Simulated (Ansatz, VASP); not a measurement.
## C in VASP and in Ansatz

```
C
1.0
     2.55030    0.00000    0.00000
    -1.27515    2.20862    0.00000
     0.00000    0.00000   12.90640
C
12
Direct
  0.00000 0.00000 0.18686
  0.00000 0.00000 0.68686
  0.00000 0.00000 0.31314
  0.00000 0.00000 0.81314
  0.33333 0.66667 0.52077
  0.66667 0.33333 0.02077
  0.33333 0.66667 0.97923
  0.66667 0.33333 0.47923
  0.33333 0.66667 0.64506
  0.66667 0.33333 0.14506
  0.33333 0.66667 0.85494
  0.66667 0.33333 0.35494
```

Alike in both runs: task single point; functional LDA; k mesh 12 × 12 × 2; occupations gaussian, width 0.05 eV; no spin polarisation.

```csv
,VASP,Ansatz
version,VASP 6.6.1,Ansatz 0.2.0
potentials or method,"VASP PAW LDA potentials, release 64 (C), cutoff 520 eV","scalar-relativistic, plane waves, PAW"
valence electrons in the cell,48,48
```

Ansatz gave:

```
gap on the k mesh at the Fermi level (eV) : 4.31
least direct gap on the mesh (eV)         : 4.69
rms of the force components (eV/Å)        : 0.069
```

**Question.** Estimate VASP's values.

**Answer.** gap on the k mesh at the Fermi level (eV): 4.30; least direct gap on the mesh (eV): 4.69; rms of the force components (eV/Å): 0.063.

Ansatz warns that its potentials were made for another functional, while VASP's fit it. LDA's correlation is that of Perdew and Zunger in VASP and of Perdew and Wang (1992) in Ansatz. Atom by atom the forces differ by 0.006 eV/Å (rms over components).
